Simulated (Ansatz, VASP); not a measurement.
## One calculation of Au, two programs

```xyz
2
Lattice="3.0450 0.0000 0.0000 -1.5225 2.6370 0.0000 0.0000 0.0000 4.7580" Properties=species:S:1:pos:R:3 pbc="T T T"
Au    0.0000    1.7580    3.5685
Au    1.5225    0.8790    1.1895
```

Change from the starting cell: strain +0.050 along x and y, -0.025 along z, atoms carried along.

Alike in both runs: task single point; functional PBEsol; k mesh 18 × 18 × 10; occupations gaussian, width 0.15 eV; no spin polarisation.

|  | VASP | Ansatz |
| --- | --- | --- |
| version | VASP 6.6.1 | Ansatz 0.2.0 |
| potentials or method | VASP PAW PBE potentials, release 64 (Au), cutoff 520 eV | scalar-relativistic, plane waves, PAW |
| valence electrons in the cell | 22 | 38 |

Ansatz gave:

* gap on the k mesh at the Fermi level (eV): none
* pressure (GPa): -13.7
* traceless stress, the component that is largest in VASP (GPa): 1.85

Q: Estimate VASP's values.

A: gap on the k mesh at the Fermi level (eV): none; pressure (GPa): -13.9; traceless stress, the component that is largest in VASP (GPa): 1.83.

VASP's potentials were made for PBE, not for PBEsol. A gap of «none» marks a metal or a gap that the smearing closes. VASP's potentials hold 22 valence electrons a cell and Ansatz's 38, so a difference there can come from the potentials and not from the codes.

Spin-orbit coupling is off throughout.
